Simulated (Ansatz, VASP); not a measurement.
Two plane-wave programs on Cs2SnI6

```
Cs Sn I
1.0
     0.00000    6.03650    6.03650
     6.03650    0.00000    6.03650
     6.03650    6.03650    0.00000
Cs Sn I
2 1 6
Direct
  0.25000 0.25000 0.25000
  0.75000 0.75000 0.75000
  0.00000 0.00000 0.00000
  0.24365 0.75635 0.75635
  0.24365 0.75635 0.24365
  0.75635 0.24365 0.75635
  0.75635 0.24365 0.24365
  0.75635 0.75635 0.24365
  0.24365 0.24365 0.75635
```

Alike in both runs: task single point; functional r2SCAN; k mesh 4 × 4 × 4; no spin polarisation.

```csv
,VASP,Ansatz
version,VASP 6.6.1,Ansatz 0.2.0
potentials or method,"VASP PAW PBE potentials, release 64 (Cs_sv, Sn_d, I)","plane waves, PAW"
plane-wave cutoff (eV),550,500
occupations,"gaussian, width 0.01 eV",fixed
valence electrons in the cell,74,134
```

|  | VASP | Ansatz | Ansatz less VASP |
| --- | --- | --- | --- |
| gap on the k mesh at the Fermi level (eV) | 0.37 | 0.37 | +0.003 |
| pressure (GPa) | -1.0 | -1.0 | 0.00 |
| rms of the force components (eV/Å) | 0.137 | 0.138 | +0.0009 |

VASP's potentials were made for PBE, not for r2SCAN. Atom by atom the forces differ by 0.001 eV/Å (rms over components). VASP's potentials hold 74 valence electrons a cell and Ansatz's 134, so a difference there can come from the potentials and not from the codes.

Spin-orbit coupling is off throughout.
